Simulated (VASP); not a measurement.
Here is a VASP 6.6.1 calculation.

The input INCAR:

```
  PREC = Accurate
  ENCUT = 520
  EDIFF = 1E-6
  ISMEAR = 0
  SIGMA = 0.15
  LREAL = Auto
  LASPH = T
  NELM = 60
  ALGO = Normal
  ISIF = 2
  LWAVE = F
  LCHARG = F
  GGA = PE
  NBANDS = 124
```

Contents of KPOINTS:

```
Automatic mesh
0
Gamma
  3 3 3
```

File POSCAR:

```
V
1.0
    6.0400000000      0.0000000000      0.0000000000
    0.0000000000      6.0400000000      0.0000000000
    0.0000000000      0.0000000000      6.0400000000
V
17
Direct
    0.0008949128     -0.0069217448     -0.0067882712
    0.5069061389     -0.0046780838      0.0063691361
    0.0312577066      0.5180677246      0.0242437428
    0.0151100020     -0.0052938070      0.4999911170
    0.2518358627      0.2485561307      0.2443874804
    0.5028366201      0.4928249748      0.0019524479
    0.4287648968     -0.0663548668      0.4237551785
    0.7537641270      0.2423926548      0.2477453454
    0.0078810539      0.4906810310      0.4969500304
    0.2359186282      0.7205019870      0.2288952274
    0.2563790778      0.2424178512      0.7472613360
    0.5075584089      0.4907413916      0.5007276066
    0.7556819229      0.7459048936      0.2568036219
    0.8258643326      0.3254565192      0.8215009002
    0.2632070116      0.7445131217      0.7492072381
    0.7565455703      0.7319790581      0.7494887263
    0.6462357769      0.0989722142      0.6340942460
```

Potentials or basis: VASP PAW PBE potentials, release 64 (V_sv).

The run is started by

```bash
$ cat potpaw_PBE.64/V_sv/POTCAR > POTCAR
$ mpirun -np 1 vasp_std > vasp.out
```

Task: Predict the largest force.

Result: 0.039 eV/Å.

Task: What does it give for the pressure?

Result: 12.3 GPa.

Stress tensor (GPa, compression positive):
```
12.31  2.06  2.31
 2.06 12.32  2.13
 2.31  2.13 12.24
```
